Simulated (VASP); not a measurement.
The system is TePbI6.

```xyz
8
Lattice="3.6878 2.1447 6.8457 -3.6843 2.0742 6.8656 -0.0593 -4.2541 6.8666" Properties=species:S:1:pos:R:3 pbc="T T T"
Te   -0.0667    0.0311   10.1231
Pb    0.1702    0.0351   -0.1841
I    -1.3472    1.7380   11.8939
I     2.4152    0.2922   11.9262
I     1.1819    2.3707    8.7340
I    -2.4826   -0.3524    8.7433
I     1.2833   -1.9433    8.7424
I    -0.9312   -1.9881   12.1119
```

- Program: VASP 6.6.1
- Task: relaxation of cell and atoms
- Functional: PBEsol
- Potentials or basis: VASP PAW PBE potentials, release 64 (Te, Pb_d, I)
- Cutoff: 600 eV
- k mesh: 4 × 4 × 4
- Occupations: fermi-dirac, width 0.05 eV
- Spin: no spin polarisation

At the start: pressure 1.2 GPa; volume 40.22 Å³/atom.

Problem. How do energy, volume and symmetry change on relaxing?

Solution. Over 29 steps the energy falls by 55.5 meV/atom and the volume is 40.51 Å³/atom (+0.7 %); space group P1 (No. 1, to 0.1 Å) before, R-3 (No. 148, to 0.1 Å).

Step by step:
| step | energy change (eV) | largest force (eV/Å) | pressure (GPa) | volume (Å³) |
| --- | --- | --- | --- | --- |
| 1 | 0.0000 | 1.5269 | 1.21 | 321.76 |
| 2 | -0.2596 | 0.4749 | -0.72 | 335.96 |
| 3 | -0.2596 | 0.4793 | -0.70 | 335.76 |
| 4 | -0.3177 | 0.3005 | -0.21 | 328.90 |
| 5 | -0.3365 | 0.3285 | 0.34 | 322.34 |
| 6 | -0.3681 | 0.2026 | 0.15 | 323.07 |
| 7 | -0.3791 | 0.2584 | -0.01 | 323.82 |
| 8 | -0.3952 | 0.2099 | -0.04 | 323.91 |
| 9 | -0.4165 | 0.1736 | -0.07 | 324.15 |
| 10 | -0.4259 | 0.1164 | 0.18 | 322.23 |
| 11 | -0.4264 | 0.1009 | 0.25 | 321.73 |
| 12 | -0.4327 | 0.0829 | 0.04 | 324.22 |
| 13 | -0.4339 | 0.0874 | -0.08 | 325.82 |
| 14 | -0.4366 | 0.0708 | -0.04 | 325.44 |
| 15 | -0.4372 | 0.0858 | -0.01 | 325.16 |
| 16 | -0.4395 | 0.0646 | 0.00 | 324.75 |
| 17 | -0.4413 | 0.0705 | 0.07 | 323.51 |
| 18 | -0.4416 | 0.0500 | 0.06 | 323.85 |
| 19 | -0.4423 | 0.0395 | -0.09 | 325.24 |
| 20 | -0.4423 | 0.0353 | -0.06 | 324.94 |
| 21 | -0.4431 | 0.0363 | 0.00 | 324.33 |
| 22 | -0.4431 | 0.0454 | 0.01 | 324.22 |
| 23 | -0.4435 | 0.0278 | 0.02 | 324.15 |
| 24 | -0.4437 | 0.0249 | 0.03 | 324.10 |
| 25 | -0.4439 | 0.0156 | -0.04 | 324.79 |
| 26 | -0.4439 | 0.0116 | -0.03 | 324.62 |
| 27 | -0.4440 | 0.0175 | 0.01 | 324.11 |
| 28 | -0.4440 | 0.0160 | 0.01 | 324.20 |
| 29 | -0.4441 | 0.0069 | 0.01 | 324.08 |

Final structure:
```cif
data_structure
_symmetry_space_group_name_H-M 'P 1'
_symmetry_Int_Tables_number 1
_cell_length_a 8.0928
_cell_length_b 8.0851
_cell_length_c 8.0901
_cell_angle_alpha 54.231
_cell_angle_beta 54.251
_cell_angle_gamma 54.270
_cell_volume 324.08
loop_
_atom_site_label
_atom_site_type_symbol
_atom_site_fract_x
_atom_site_fract_y
_atom_site_fract_z
_atom_site_occupancy
Te1 Te 0.51020 0.49535 0.49567 1
Pb1 Pb 0.00726 0.99819 0.99612 1
I1 I 0.55605 0.92323 0.26130 1
I2 I 0.93611 0.26282 0.54223 1
I3 I 0.74539 0.45049 0.06773 1
I4 I 0.08484 0.72582 0.44768 1
I5 I 0.46218 0.07014 0.72527 1
I6 I 0.28155 0.54480 0.91980 1
```

Caveat: the PAW data sets were made with another functional, which shifts forces and pressure a little.
